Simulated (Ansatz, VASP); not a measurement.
**TiAl6Ni5 in VASP and in Ansatz**

```
CELL_PARAMETERS angstrom
4.08122 0.00000 0.00000
0.00000 4.08122 0.00000
0.00000 0.00000 9.25165
ATOMIC_POSITIONS crystal
Ti 0.50000 0.50000 0.50000
Al 0.00000 0.50000 0.00000
Al 0.50000 0.00000 0.00000
Al 0.00000 0.50000 0.31371
Al 0.50000 0.00000 0.31371
Al 0.00000 0.50000 0.68629
Al 0.50000 0.00000 0.68629
Ni 0.50000 0.50000 0.16057
Ni 0.00000 0.00000 0.15303
Ni 0.00000 0.00000 0.50000
Ni 0.50000 0.50000 0.83943
Ni 0.00000 0.00000 0.84697
```

Alike in both runs: task single point; functional PBE; k mesh 6 × 6 × 4; occupations gaussian, width 0.2 eV; no spin polarisation.

|  | VASP | Ansatz |
| --- | --- | --- |
| version | VASP 6.6.1 | Ansatz 0.2.0 |
| potentials or method | VASP PAW PBE potentials, release 64 (Ti_sv, Al, Ni), cutoff 520 eV | scalar-relativistic, plane waves, PAW |
| valence electrons in the cell | 80 | 120 |

|  | VASP | Ansatz | Ansatz less VASP |
| --- | --- | --- | --- |
| gap on the k mesh at the Fermi level (eV) | none | none | - |
| pressure (GPa) | 0.2 | 0.0 | -0.18 |
| rms of the force components (eV/Å) | 0.006 | 0.006 | +0.0002 |

Atom by atom the forces differ by 0.002 eV/Å (rms over components). A gap of «none» marks a metal or a gap that the smearing closes. The functional is the same, so the differences come from potentials, cutoffs and numerics. VASP's potentials hold 80 valence electrons a cell and Ansatz's 120, so a difference there can come from the potentials and not from the codes.
